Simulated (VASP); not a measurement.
Set up this calculation in VASP 6.6.1, as the native input.

```yaml
Task: relaxation of cell and atoms
Functional: PBE
Potentials_or_basis: VASP PAW PBE potentials, release 64 (Ge_d, N)
Cutoff: 600 eV
k_mesh: 7 × 7 × 7
Occupations: gaussian, width 0.2 eV
Spin: no spin polarisation
Dipole_correction: no
Further_INCAR_settings: ALGO = Normal; EDIFF = 1e-07; IBRION = 2; EDIFFG = -0.08; NSW = 36; ISIF = 3
```

The structure of GeN lies in POSCAR:

```
GeN
1.0
    0.0000000000      2.5064433800      2.5064433800
    2.5064433800      0.0000000000      2.5064433800
    2.5064433800      2.5064433800      0.0000000000
Ge N
1 1
Direct
    0.0000000000      0.0000000000      0.0000000000
    0.2500000000      0.2500000000      0.2500000000
```

The cell was built from a structure type or drawn by symmetry, and may not be a known phase.

One way to write it, as run:

INCAR

```
SYSTEM = GeN
PREC     = Accurate       ! precision mode
ENCUT    = 600            ! plane-wave cutoff, eV
EDIFF    = 1E-7           ! SCF threshold, eV
ISMEAR   = 0              ! smearing method
SIGMA    = 0.2            ! smearing width, eV
LREAL    = .FALSE.        ! projectors in reciprocal space
LASPH    = .TRUE.         ! aspherical terms in the spheres
NELM     = 120            ! most SCF steps
ALGO     = Normal         ! electronic algorithm
ISIF     = 3              ! what is computed and relaxed
LWAVE    = .FALSE.        ! write WAVECAR
LCHARG   = .FALSE.        ! write CHGCAR
GGA      = PE             ! functional
IBRION   = 2              ! ionic algorithm
NSW      = 36             ! ionic steps
EDIFFG   = -0.08          ! ionic threshold
GGA_COMPAT= .FALSE.      
NELMIN   = 4
```

KPOINTS

```
regular mesh
0
G
  7 7 7
  0 0 0
```

Potentials or basis: VASP PAW PBE potentials, release 64 (Ge_d, N).

The run is started by

```sh
$ cat potpaw_PBE.64/Ge_d/POTCAR potpaw_PBE.64/N/POTCAR > POTCAR
$ mpirun -np 1 vasp_std > vasp.out
```

It gave:

* Relaxed volume: 13.89 Å³/atom
* Relaxed cell: a = 3.400 Å, b = 3.400 Å, c = 3.400 Å, α = 60.00°, β = 60.00°, γ = 60.00°
* Space group after relaxing (to 0.1 Å): F-43m (No. 216)
* Energy gained by relaxing: 66.4 meV/atom
* Ionic steps: 3
* Pressure after relaxing: 0.1 GPa
* Band gap on the k mesh: zero (an odd number of electrons rules out a gap without spin polarisation)

Run time: 42 s on 1 thread of Intel Xeon 8259CL (shared host), peak memory 0.16 GiB.
